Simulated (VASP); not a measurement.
# Hg (Im-3m) in VASP: further runs

Hg is run at these levels: LDA; tasks: single point, relaxation of cell and atoms.

Program: VASP 6.6.1. These are calculated values, not measurements. Logs are shortened: lines on timing, memory, paths and dates and some standing lists are left out, and cuts for length are marked.

## (1) The cell of the first run

The structure is cubic, space group Im-3m (No. 229). Conventional cell: a = 3.601 Å, b = 3.601 Å, c = 3.601 Å, α = 90.00°, β = 90.00°, γ = 90.00°. Within 4.1 Å of Hg (site symmetry m-3m) lie 14 Hg at 3.12 to 3.60 Å.

## (2) Single point, LDA (23.35 Å³/atom)

Input file INCAR:

```
SYSTEM = Hg
ALGO = Normal
EDIFF = 1E-6
ENCUT = 520
GGA = CA
ISIF = 2
ISMEAR = -1
LASPH = .True.
LCHARG = .False.
LREAL = .False.
LWAVE = .False.
NBANDS = 12
NELM = 60
PREC = Accurate
SIGMA = 0.1
```

Input file KPOINTS:

```
k-points
0
Gamma
  14 14 14
  0 0 0
```

Input file POSCAR:

```
Hg
1.0
   -1.8005394354      1.8005394354      1.8005394354
    1.8005394354     -1.8005394354      1.8005394354
    1.8005394354      1.8005394354     -1.8005394354
Hg
1
Direct
    0.0000000000      0.0000000000      0.0000000000
```

Potentials or basis: VASP PAW LDA potentials, release 64 (Hg).

The run is started by

```console
$ cat potpaw_LDA.64/Hg/POTCAR > POTCAR
$ mpirun -np 1 vasp_std > vasp.out
```

OUTCAR:

```text
SYSTEM = Hg
   EDIFF = 1E-6
   ENCUT = 520
   GGA = CA
   ISIF = 2
   ISMEAR = -1
   LASPH = .True.
   LREAL = .False.
   NELM = 60
   PREC = Accurate

 ion  position               nearest neighbor table
   1  0.000  0.000  0.000-

  LATTYP: Found a body centered cubic cell.
 ALAT       =     3.6010788708

  Lattice vectors:

 A1 = (  -1.8005394354,   1.8005394354,   1.8005394354)
 A2 = (   1.8005394354,  -1.8005394354,   1.8005394354)
 A3 = (   1.8005394354,   1.8005394354,  -1.8005394354)

Analysis of symmetry for initial positions (statically):
=====================================================================
 Subroutine PRICEL returns:
 Original cell was already a primitive cell.

 Routine SETGRP: Setting up the symmetry group for a
 body centered cubic supercell.

 Subroutine GETGRP returns: Found 48 space group operations
 (whereof 48 operations were pure point group operations)
 out of a pool of 48 trial point group operations.

The static configuration has the point symmetry O_h .

Analysis of symmetry for dynamics (positions and initial velocities):
=====================================================================
 Subroutine PRICEL returns:
 Original cell was already a primitive cell.

 Routine SETGRP: Setting up the symmetry group for a
 body centered cubic supercell.

 Subroutine GETGRP returns: Found 48 space group operations
 (whereof 48 operations were pure point group operations)
 out of a pool of 48 trial point group operations.

The dynamic configuration has the point symmetry O_h .

 Subroutine INISYM returns: Found 48 space group operations
 (whereof 48 operations are pure point group operations),
 and found     1 'primitive' translations

----------------------------------------------------------------------------------------

                                     Primitive cell

  volume of cell :      23.3490

  direct lattice vectors                    reciprocal lattice vectors
    -1.800539435  1.800539435  1.800539435     0.000000000  0.277694557  0.277694557
     1.800539435 -1.800539435  1.800539435     0.277694557  0.000000000  0.277694557
     1.800539435  1.800539435 -1.800539435     0.277694557  0.277694557  0.000000000

  length of vectors
     3.118625783  3.118625783  3.118625783     0.392719408  0.392719408  0.392719408

[... 77 lines left out ...]
   NELM   =     60;   NELMIN=  2; NELMDL= -5     # of ELM steps
   EDIFF  = 0.1E-05   stopping-criterion for ELM
   LREAL  =      F    real-space projection
   EDIFFG = 0.1E-04   stopping-criterion for IOM
   NSW    =      0    number of steps for IOM
   IBRION =     -1    ionic relax: 0-MD 1-quasi-New 2-CG
   NFREE  =      0    steps in history (QN), initial steepest desc. (CG)
   ISIF   =      2    stress and relaxation
   ISYM   =      2    0-nonsym 1-usesym 2-fastsym
   POTIM  = 0.5000    time-step for ionic-motion
   TEBEG  =    0.0;   TEEND  =   0.0 temperature during run
   PSTRESS=    0.0 pullay stress
   NELECT =      12.0000    total number of electrons
   NUPDOWN=      -1.0000    fix difference up-down
   EMIN   =  10.00;   EMAX   =-10.00  energy-range for DOS
   EFERMI =   0.00;   METHOD = LEGACY
   ISMEAR =    -1;   SIGMA  =   0.10  broadening in eV -4-tet -1-fermi 0-gaus
   EFERMI_NEDOS =   21; number of points for ismear=-14 and -15
   IALGO  =     38    algorithm
   IMIX   =      4    mixing-type and parameters
     AMIX     =   0.40;   BMIX     =  1.00
     AMIX_MAG =   1.60;   BMIX_MAG =  1.00
  volume/ion in A,a.u.               =      23.35       157.57
  Fermi-wavevector in a.u.,A,eV,Ry     =   1.311332  2.478058 23.396459  1.719591
  Thomas-Fermi vector in A             =   2.441801
   LORBIT       =      0    0 simple, 1 ext, 2 COOP (PROOUT), +10 PAW based schemes
   GGA     = CA    functional components
   LHFCALC =     F    Hartree Fock is set to
   AEXX    =    0.0000 exact exchange contribution
   IVDW    =     0    specifies the selected vdW correction
   LEPSILON=     F    determine dielectric tensor
   LRPA    =     F    only Hartree local field effects (RPA)
 non-spin polarized calculation
  energy-cutoff  :      520.00
  volume of cell :       23.35
 maximum number of plane-waves:       643
   NGX = 11   NGY = 11   NGZ = 11

 number of electron      11.9999999 magnetization

 Free energy of the ion-electron system (eV)
  ---------------------------------------------------
  ext. energy  EPLUGINS =         0.00000000
  ---------------------------------------------------
  free energy    TOTEN  =        -0.94408921 eV

  energy without entropy =       -0.93424339  energy(sigma->0) =       -0.93916630

 E-fermi :   2.5047     XC(G=0): -11.2493

 val. band max:        2.4801327296   @ k =   0.5000   0.5000   0.2857
 cond. band min:       2.5199001021   @ k =  -0.4286   0.5000   0.2857
 fundamental gap:      0.0397673725
 Fermi energy:         2.5046850283

 k-point     1 :       0.0000    0.0000    0.0000
  band No.  band energies     occupation
      1      -6.5795      2.00000
      2      -4.5321      2.00000
      3      -4.5321      2.00000
      4      -4.5321      2.00000
      5      -3.5990      2.00000
      6      -3.5990      2.00000
      7      17.7828      0.00000
      8      17.7828      0.00000
      9      17.7828      0.00000
     10      18.9719      0.00000
     11      18.9719      0.00000
     12      18.9719      0.00000
[... 331 lines left out ...]
 k-point    24 :       0.3571    0.2857    0.0000
  band No.  band energies     occupation
      1      -5.0662      2.00000
      2      -4.4797      2.00000
      3      -4.1822      2.00000
      4      -3.5784      2.00000
      5      -3.4482      2.00000
      6       1.8415      1.99737
      7       3.8702      0.00000
      8       5.6577      0.00000
      9      12.5408      0.00000
     10      19.6499      0.00000
     11      20.5663      0.00000
     12      22.6195      0.00000

 [... further k-points ...]
[... 5 lines left out ...]
  --------------------------------------------------------------------------------------
  -------------------------------------------------------------------------------------
  Total       -0.1585284     -0.1585284     -0.1585284     -0.0000000     -0.0000000     -0.0000000
  in kB      -10.8780156    -10.8780156    -10.8780156     -0.0000000     -0.0000000     -0.0000000
  external PRESSURE =     -10.8780156 kB  Pullay stress =       0.0000000 kB

 VOLUME and BASIS-vectors are now :
 -----------------------------------------------------------------------------
  energy-cutoff  :      520.00
  volume of cell :       23.35
      direct lattice vectors                 reciprocal lattice vectors
    -1.800539435  1.800539435  1.800539435     0.000000000  0.277694557  0.277694557
     1.800539435 -1.800539435  1.800539435     0.277694557  0.000000000  0.277694557
     1.800539435  1.800539435 -1.800539435     0.277694557  0.277694557  0.000000000

 POSITION                                       TOTAL-FORCE (eV/Angst)
 -----------------------------------------------------------------------------------
      0.00000      0.00000      0.00000         0.000000     -0.000000      0.000000
 -----------------------------------------------------------------------------------
    total drift:                                0.000000      0.000000     -0.000000

  FREE ENERGIE OF THE ION-ELECTRON SYSTEM (eV)
  ---------------------------------------------------
  free  energy   TOTEN  =        -0.9440892127 eV

  energy  without entropy=       -0.9342433913  energy(sigma->0) =       -0.93916630
```

OSZICAR:

```text
N       E                     dE             d eps       ncg     rms          rms(c)
DAV:   1     0.753750236656E+02    0.75375E+02   -0.66449E+03  2576   0.969E+02
DAV:   2     0.239127396060E+00   -0.75136E+02   -0.70809E+02  2728   0.232E+02
DAV:   3    -0.995771677414E+00   -0.12349E+01   -0.12342E+01  2932   0.335E+01
DAV:   4    -0.996915787435E+00   -0.11441E-02   -0.11441E-02  2772   0.105E+00
DAV:   5    -0.996917354499E+00   -0.15671E-05   -0.15668E-05  2856   0.380E-02    0.384E+00
DAV:   6    -0.949975279878E+00    0.46942E-01   -0.10951E-01  2868   0.370E+00    0.285E+00
DAV:   7    -0.944774914461E+00    0.52004E-02   -0.11988E-02  2864   0.999E-01    0.128E+00
DAV:   8    -0.944085294107E+00    0.68962E-03   -0.10326E-03  2640   0.447E-01    0.425E-02
DAV:   9    -0.944088373046E+00   -0.30789E-05   -0.18746E-06  2408   0.157E-02    0.108E-02
DAV:  10    -0.944089212656E+00   -0.83961E-06   -0.95687E-07  2312   0.126E-02
   1 F= -.94408921E+00 E0= -.93916630E+00  d E =-.984582E-02
```

It took 7.2 s on 1 thread of AMD EPYC 9R45 (Zen 5), shared host; peak memory 0.12 GiB.

What came out:

```yaml
Free_energy: -0.9441 eV
Pressure: -1.1 GPa
Band_gap_on_the_k_mesh: zero (bands 6 and 7 overlap by 4.54 eV)
```

Levels at points of the mesh, in eV from the Fermi level:
```tsv
k point	band 3	band 4	band 5	band 6	band 7	band 8	band 9	band 10
(0.00, 0.00, 0.00)	-7.04	-7.04	-6.10	-6.10	15.28	15.28	15.28	16.47
(0.50, 0.00, 0.00)	-6.18	-6.05	-5.43	-1.38	-1.12	9.59	10.24	15.01
(0.50, 0.50, 0.50)	-5.59	-5.59	-5.59	3.43	3.89	3.89	3.89	10.38
```

Caveat: spin-orbit coupling is left out, which moves the levels of the heavy elements.

## (3) Single point, LDA (25.15 Å³/atom)

This run uses another cell than the first one, of 25.15 Å³/atom.

Input file INCAR:

```
SYSTEM = Hg
PREC     = Accurate       ! precision mode
ENCUT    = 520            ! plane-wave cutoff, eV
EDIFF    = 1E-7           ! SCF threshold, eV
ISMEAR   = -1             ! smearing method
SIGMA    = 0.1            ! smearing width, eV
LREAL    = .False.        ! projectors in reciprocal space
LASPH    = .True.         ! aspherical terms in the spheres
NELM     = 80             ! most SCF steps
ALGO     = Normal         ! electronic algorithm
ISIF     = 2              ! what is computed and relaxed
LWAVE    = .False.        ! write WAVECAR
LCHARG   = .True.         ! write CHGCAR
LELF     = .True.         ! ELF
LVHAR    = .True.       
NBANDS   = 12             ! bands
```

Input file KPOINTS:

```
Automatic mesh
0
Gamma
  14 14 14
  0 0 0
```

Input file POSCAR:

```
Hg
1.0
   -1.8455714596      1.8455714596      1.8455714596
    1.8455714596     -1.8455714596      1.8455714596
    1.8455714596      1.8455714596     -1.8455714596
Hg
1
Direct
    0.0000000000      0.0000000000      0.0000000000
```

Potentials or basis: VASP PAW LDA potentials, release 64 (Hg).

The run is started by

```console
$ cat potpaw_LDA.64/Hg/POTCAR > POTCAR
$ mpirun -np 1 vasp_std > vasp.out
```

It took 8.8 s on 1 thread of AMD EPYC 9R45 (Zen 5), shared host; peak memory 0.12 GiB.

Results (log left out):

- Free energy: -0.9188 eV
- Pressure: -3.4 GPa
- Band gap on the k mesh: zero (bands 6 and 7 overlap by 3.94 eV)

Levels at points of the mesh, in eV from the Fermi level:
```tsv
k point	band 2	band 3	band 4	band 5	band 6	band 7	band 8	band 9	band 10	band 11
(0.00, 0.00, 0.00)	-6.73	-6.73	-6.73	-5.93	-5.93	15.08	15.08	15.08	15.51	15.51
(0.50, 0.00, 0.00)	-7.14	-5.99	-5.89	-5.35	-1.24	-1.02	9.21	10.05	14.29	15.16
(0.50, 0.50, 0.50)	-7.36	-5.49	-5.49	-5.49	2.92	3.91	3.91	3.91	9.98	9.98
```

Caveat: the cell stands under tension; spin-orbit coupling is left out, which moves the levels of the heavy elements.

## (4) Relaxation of cell and atoms, LDA

This run uses another cell than the first one, of 23.07 Å³/atom.

Input file INCAR:

```
ALGO = Normal
EDIFF = 1E-6
EDIFFG = -0.01
ENCUT = 600
IBRION = 2
ISIF = 3
ISMEAR = -1
LASPH = T
LCHARG = F
LREAL = F
LWAVE = F
NELM = 80
NSW = 80
PREC = Accurate
SIGMA = 0.1
```

Input file KPOINTS:

```
k-points
0
Gamma
  12 12 12
```

Input file POSCAR:

```
Hg
1.0
   -1.7934065524      1.7934065524      1.7934065524
    1.7934065524     -1.7934065524      1.7934065524
    1.7934065524      1.7934065524     -1.7934065524
Hg
1
Direct
    0.0000000000      0.0000000000      0.0000000000
```

The run is started by

```console
$ cat potpaw_LDA.64/Hg/POTCAR > POTCAR
$ mpirun -np 1 vasp_std > vasp.out
```

Run time: 11 s. Hardware: 1 thread of AMD EPYC 9R45 (Zen 5), shared host; peak memory 0.13 GiB.

The run converged. Its results:

```
Free energy                           : -0.9499 eV
Relaxed volume                        : 22.77 Å³/atom
Relaxed cell                          : a = 3.093 Å, b = 3.093 Å, c = 3.093 Å, α = 109.47°, β = 109.47°, γ = 109.47°
Space group after relaxing (to 0.1 Å) : Im-3m (No. 229)
Energy gained by relaxing             : 0.6 meV/atom
Ionic steps                           : 2
Pressure after relaxing               : 0.0 GPa
Band gap on the k mesh                : zero (bands 6 and 7 overlap by 4.68 eV)
```

Step by step:
```tsv
step	energy change (eV)	largest force (eV/Å)	pressure (GPa)	volume (Å³)
1	0.0000	0.0000	-0.63	23.07
2	-0.0006	0.0000	-0.04	22.77
```

Final structure:
```yaml
crystal:
  lattice:
    - [-1.78552, 1.78552, 1.78552]
    - [1.78552, -1.78552, 1.78552]
    - [1.78552, 1.78552, -1.78552]
  atoms:
    - { symbol: Hg, position: [0.00000, 0.00000, 0.00000] }
```

Levels at points of the mesh, in eV from the Fermi level:
| k point | band 4 | band 5 | band 6 | band 7 | band 8 | band 9 |
| --- | --- | --- | --- | --- | --- | --- |
| (0.00, 0.00, 0.00) | -7.10 | -6.12 | -6.12 | 15.39 | 15.39 | 15.39 |
| (0.50, 0.00, 0.00) | -6.07 | -5.41 | -1.45 | -1.02 | 9.77 | 10.35 |
| (0.50, 0.50, 0.50) | -5.58 | -5.58 | 3.66 | 3.93 | 3.93 | 3.93 |

Caveat: spin-orbit coupling is left out, which moves the levels of the heavy elements.

## (5) The runs side by side

| task | cell | k mesh | cutoff (eV) | gap on the mesh (eV) | pressure (GPa) |
| --- | --- | --- | --- | --- | --- |
| single point | a = 3.119 Å, angles 109.5°, 1 atom | 14 × 14 × 14 | 520 | none | -1.1 |
| single point | a = 3.197 Å, angles 109.5°, 1 atom | 14 × 14 × 14 | 520 | none | -3.4 |
| relaxation of cell and atoms | relaxed from a = 3.106 Å, angles 109.5°, 1 atom | 12 × 12 × 12 | 600 | none | 0.0 |

Alike in all rows: level LDA; potentials or basis VASP PAW LDA potentials, release 64 (Hg); no spin polarisation; smearing fermi-dirac 0.1 eV.

Caveats: spin-orbit coupling is left out, which moves the levels of the heavy elements; the cell stands under tension (at least some runs).

Total energies depend on the potentials used, so only differences within one code and one set of settings carry meaning.

The gap in the log of VASP goes by the Fermi energy; the results here count the filled bands.